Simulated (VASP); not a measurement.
# Li (P1) in VASP: single point with r2SCAN

Aim: the single point of Li with r2SCAN.

Everything below comes from runs of VASP 6.6.1. Logs are shortened: lines on timing, memory, paths and dates and some standing lists are left out, and cuts for length are marked.

## Step 1: The cell of the first run

The typed cell holds 16 atoms: a = 7.313 Å, b = 7.313 Å, c = 7.313 Å, α = 90.00°, β = 90.00°, γ = 90.00°.

## Step 2: Single point, r2SCAN

POSCAR reads:

```
Li
1.0
    7.3128730000      0.0000000000      0.0000000000
    0.0000000000      7.3128730000      0.0000000000
    0.0000000000      0.0000000000      7.3128730000
Li
16
Direct
    0.0009708906      0.0112541268     -0.0116506878
    0.5105107117     -0.0196913033     -0.0149052226
   -0.0062219049      0.5082680911      0.0022152716
   -0.0041023548     -0.0043348216      0.5065724511
    0.2359401018      0.2556861031      0.2433653641
    0.5011299936      0.4910245262     -0.0108985894
    0.4937731039      0.0000273490      0.5036734536
    0.7508813568      0.2540861847      0.2479189779
   -0.0207989391      0.5043708540      0.5005556640
    0.2513786305      0.7477498926      0.2352427015
    0.2399877586      0.2394818015      0.7532060245
    0.5053417446      0.5033862888      0.5144079488
    0.7514556864      0.7704085658      0.2402612489
    0.7499788387      0.2484796331      0.7607270084
    0.2692512232      0.7491720422      0.7647473161
    0.7554486451      0.7429638119      0.7498694426
```

INCAR.step1 reads:

```
PREC = Accurate ; ENCUT = 520
ISMEAR = -1 ; SIGMA = 0.1
LREAL = Auto ; LASPH = True
NELM = 60 ; NBANDS = 38
GGA = PE ; ALGO = Normal
EDIFF = 1E-4 ; LWAVE = True
LCHARG = False
```

INCAR.step2 reads:

```
PREC = Accurate ; ENCUT = 520
EDIFF = 1E-7 ; ISMEAR = -1
SIGMA = 0.1 ; LREAL = Auto
LASPH = True ; NELM = 60
ALGO = Normal ; ISIF = 2
LWAVE = False ; LCHARG = False
METAGGA = R2SCAN ; LMIXTAU = True
NBANDS = 38 ; ISTART = 1
```

KPOINTS reads:

```
regular mesh
0
Gamma
  2 2 2
```

Potentials or basis: VASP PAW PBE potentials, release 64 (Li_sv).

The run is started by

```
cat potpaw_PBE.64/Li_sv/POTCAR > POTCAR
cp INCAR.step1 INCAR
mpirun -np 1 vasp_std > vasp.out
cp INCAR.step2 INCAR
mpirun -np 1 vasp_std > vasp.out
```

OUTCAR:

```text
PREC = Accurate
   ENCUT = 520
   EDIFF = 1E-7
   ISMEAR = -1
   LREAL = Auto
   LASPH = True
   NELM = 60
   ISIF = 2
   METAGGA = R2SCAN
   ISTART = 1

 ion  position               nearest neighbor table
   1  0.001  0.011  0.988-
   2  0.511  0.980  0.985-
   3  0.994  0.508  0.002-
   4  0.996  0.996  0.507-
   5  0.236  0.256  0.243-
   6  0.501  0.491  0.989-
[... 8 lines left out ...]
  15  0.269  0.749  0.765-
  16  0.755  0.743  0.750-

  LATTYP: Found a simple cubic cell.
 ALAT       =     7.3128730000

  Lattice vectors:

 A1 = (   7.3128730000,   0.0000000000,   0.0000000000)
 A2 = (   0.0000000000,   7.3128730000,   0.0000000000)
 A3 = (   0.0000000000,   0.0000000000,   7.3128730000)

Analysis of symmetry for initial positions (statically):
=====================================================================
 Subroutine PRICEL returns:
 Original cell was already a primitive cell.

 Routine SETGRP: Setting up the symmetry group for a
 simple cubic supercell.

 Subroutine GETGRP returns: Found  1 space group operations
 (whereof  1 operations were pure point group operations)
 out of a pool of 48 trial point group operations.

The static configuration has the point symmetry C_1 .

Analysis of symmetry for dynamics (positions and initial velocities):
=====================================================================
 Subroutine PRICEL returns:
 Original cell was already a primitive cell.

 Routine SETGRP: Setting up the symmetry group for a
 simple cubic supercell.

 Subroutine GETGRP returns: Found  1 space group operations
 (whereof  1 operations were pure point group operations)
 out of a pool of 48 trial point group operations.

The dynamic configuration has the point symmetry C_1 .

 Subroutine INISYM returns: Found  1 space group operations
 (whereof  1 operations are pure point group operations),
 and found     1 'primitive' translations

----------------------------------------------------------------------------------------

                                     Primitive cell

[... 97 lines left out ...]
   LSORBIT =      F    spin-orbit coupling
   LASPH  =      T    aspherical Exc in radial PAW
   ENCUT  =  520.0 eV  38.22 Ry    6.18 a.u.  13.60 13.60 13.60*2*pi/ulx,y,z
   NELM   =     60;   NELMIN=  2; NELMDL=  0     # of ELM steps
   EDIFF  = 0.1E-06   stopping-criterion for ELM
   LREAL  =      T    real-space projection
   EDIFFG = 0.1E-05   stopping-criterion for IOM
   NSW    =      0    number of steps for IOM
   IBRION =     -1    ionic relax: 0-MD 1-quasi-New 2-CG
   NFREE  =      0    steps in history (QN), initial steepest desc. (CG)
   ISIF   =      2    stress and relaxation
   ISYM   =      2    0-nonsym 1-usesym 2-fastsym
   POTIM  = 0.5000    time-step for ionic-motion
   TEBEG  =    0.0;   TEEND  =   0.0 temperature during run
   PSTRESS=    0.0 pullay stress
   NELECT =      48.0000    total number of electrons
   NUPDOWN=      -1.0000    fix difference up-down
   EMIN   =  10.00;   EMAX   =-10.00  energy-range for DOS
   EFERMI =   0.00;   METHOD = LEGACY
   ISMEAR =    -1;   SIGMA  =   0.10  broadening in eV -4-tet -1-fermi 0-gaus
   EFERMI_NEDOS =   21; number of points for ismear=-14 and -15
   IALGO  =     38    algorithm
   IMIX   =      4    mixing-type and parameters
     AMIX     =   0.40;   BMIX     =  1.00
     AMIX_MAG =   1.60;   BMIX_MAG =  1.00
  volume/ion in A,a.u.               =      24.44       164.95
  Fermi-wavevector in a.u.,A,eV,Ry     =   0.813581  1.537444  9.005877  0.661913
  Thomas-Fermi vector in A             =   1.923332
   LORBIT       =      0    0 simple, 1 ext, 2 COOP (PROOUT), +10 PAW based schemes
   METAGGA = R2SCAN    functional components
   LHFCALC =     F    Hartree Fock is set to
   AEXX    =    0.0000 exact exchange contribution
   IVDW    =     0    specifies the selected vdW correction
   LEPSILON=     F    determine dielectric tensor
   LRPA    =     F    only Hartree local field effects (RPA)
 non-spin polarized calculation
  energy-cutoff  :      520.00
  volume of cell :      391.08
 maximum number of plane-waves:     10568
   NGX = 27   NGY = 27   NGZ = 27

 number of electron      47.9999998 magnetization

 Free energy of the ion-electron system (eV)
  ---------------------------------------------------
  ext. energy  EPLUGINS =         0.00000000
  ---------------------------------------------------
  free energy    TOTEN  =       -37.52388980 eV

  energy without entropy =      -37.14296986  energy(sigma->0) =      -37.33342983

 E-fermi :   0.0476     XC(G=0):  -6.9738

 val. band max:        0.0474869622   @ k =   0.5000   0.0000   0.5000
 cond. band min:       0.0504663231   @ k =   0.0000   0.5000   0.5000
 fundamental gap:      0.0029793609
 Fermi energy:         0.0476105201

 k-point     1 :       0.0000    0.0000    0.0000
  band No.  band energies     occupation
      1     -48.4685      2.00000
      2     -48.4189      2.00000
      3     -48.4163      2.00000
      4     -48.4028      2.00000
      5     -48.4017      2.00000
      6     -48.3766      2.00000
[... 301 lines left out ...]
     35       2.7759      0.00000
     36       2.7994      0.00000
 [bands above 36 left out]

------------------------ aborting loop because EDIFF is reached ----------------------------------------

  FORCE on cell =-STRESS in cart. coord.  units (eV):
  Direction    XX          YY          ZZ          XY          YZ          ZX
  --------------------------------------------------------------------------------------
  -------------------------------------------------------------------------------------
  Total       -3.5086893     -3.5830154     -3.5817682      0.0294866      0.1359460      0.0555904
  in kB      -14.3744556    -14.6789557    -14.6738461      0.1208011      0.5569459      0.2277436
  external PRESSURE =     -14.5757525 kB  Pullay stress =       0.0000000 kB

 VOLUME and BASIS-vectors are now :
 -----------------------------------------------------------------------------
  energy-cutoff  :      520.00
  volume of cell :      391.08
      direct lattice vectors                 reciprocal lattice vectors
     7.312873000  0.000000000  0.000000000     0.136745162  0.000000000  0.000000000
     0.000000000  7.312873000  0.000000000     0.000000000  0.136745162  0.000000000
     0.000000000  0.000000000  7.312873000     0.000000000  0.000000000  0.136745162

 POSITION                                       TOTAL-FORCE (eV/Angst)
 -----------------------------------------------------------------------------------
      0.00710      0.08230      7.22767        -0.029516     -0.147257      0.077285
      3.73330      7.16887      7.20387        -0.063161      0.213800      0.069516
      7.26737      3.71690      0.01620        -0.002090     -0.008292     -0.092501
      7.28287      7.28117      3.70450         0.025601     -0.017291     -0.009152
      1.72540      1.86980      1.77970         0.097344     -0.063458      0.011364
      3.66470      3.59080      7.23317         0.060333      0.010853      0.063512
[... 8 lines left out ...]
      1.96900      5.47860      5.59250        -0.230886     -0.019263     -0.090251
      5.52450      5.43320      5.48370        -0.018669      0.044266      0.047367
 -----------------------------------------------------------------------------------
    total drift:                               -0.019693      0.052299     -0.031114

  FREE ENERGIE OF THE ION-ELECTRON SYSTEM (eV)
  ---------------------------------------------------
  free  energy   TOTEN  =       -37.5238898046 eV

  energy  without entropy=      -37.1429698597  energy(sigma->0) =      -37.33342983
```

OUTCAR.step1:

```text
PREC = Accurate
   ENCUT = 520
   ISMEAR = -1
   LREAL = Auto
   LASPH = True
[... 560 lines left out ...]
      1.72540      1.86980      1.77970         0.078013     -0.044537      0.010599
      3.66470      3.59080      7.23317         0.038398      0.027245      0.060986
[... 8 lines left out ...]
      1.96900      5.47860      5.59250        -0.189330     -0.022076     -0.072454
      5.52450      5.43320      5.48370        -0.032393      0.073647      0.040690
 -----------------------------------------------------------------------------------
    total drift:                               -0.005516     -0.006364      0.010082

  FREE ENERGIE OF THE ION-ELECTRON SYSTEM (eV)
  ---------------------------------------------------
  free  energy   TOTEN  =       -29.7774410200 eV

  energy  without entropy=      -29.3790676623  energy(sigma->0) =      -29.57825434
```

Run time: 7.1 min. Hardware: 1 thread of Intel Xeon 6975P-C (Granite Rapids), shared host; peak memory 0.43 GiB.

Results:

```yaml
Free_energy: -37.5239 eV
Largest_force: 0.249 eV/Å
Band_gap_on_the_k_mesh: zero (bands 24 and 25 overlap by 0.88 eV)
```

Forces on the atoms (eV/Å):
```
Li  -0.030 -0.147  0.077
Li  -0.063  0.214  0.070
Li  -0.002 -0.008 -0.093
Li   0.026 -0.017 -0.009
Li   0.097 -0.063  0.011
Li   0.060  0.011  0.064
Li   0.059  0.012  0.006
Li  -0.070 -0.070  0.027
Li   0.196 -0.014 -0.009
Li  -0.022  0.033  0.067
Li   0.067  0.152 -0.008
Li  -0.038  0.021 -0.099
Li  -0.024 -0.123  0.009
Li  -0.007 -0.024 -0.071
Li  -0.231 -0.019 -0.090
Li  -0.019  0.044  0.047
```

Levels at points of the mesh, in eV from the Fermi level:
| k point | band 21 | band 22 | band 23 | band 24 | band 25 | band 26 |
| --- | --- | --- | --- | --- | --- | --- |
| (0.00, 0.00, 0.00) | -1.02 | -1.01 | -0.98 | 0.43 | 0.43 | 0.43 |
| (0.50, 0.00, 0.00) | -0.52 | -0.51 | -0.50 | -0.47 | -0.45 | -0.43 |
| (0.00, 0.50, 0.00) | -0.53 | -0.50 | -0.49 | -0.47 | -0.44 | -0.43 |
| (0.00, 0.00, 0.50) | -0.53 | -0.49 | -0.48 | -0.45 | -0.43 | -0.41 |
| (0.50, 0.50, 0.00) | 0.03 | 0.05 | 0.06 | 0.08 | 0.10 | 0.12 |
| (0.00, 0.50, 0.50) | 0.00 | 0.01 | 0.06 | 0.08 | 0.13 | 0.14 |
| (0.50, 0.00, 0.50) | -0.01 | 0.00 | 0.05 | 0.08 | 0.10 | 0.15 |
| (0.50, 0.50, 0.50) | -1.65 | -1.65 | -1.60 | -1.58 | 2.46 | 2.46 |

Caveat: the k points lie up to 0.43 Å⁻¹ apart, too coarse for converged energies and pressures of a metal; the cutoff is under 1.25 times the usual one of these potentials, so pressure, stress and relaxed cells hold a basis-set (Pulay) error; the PAW data sets were made with another functional, which shifts forces and pressure a little.
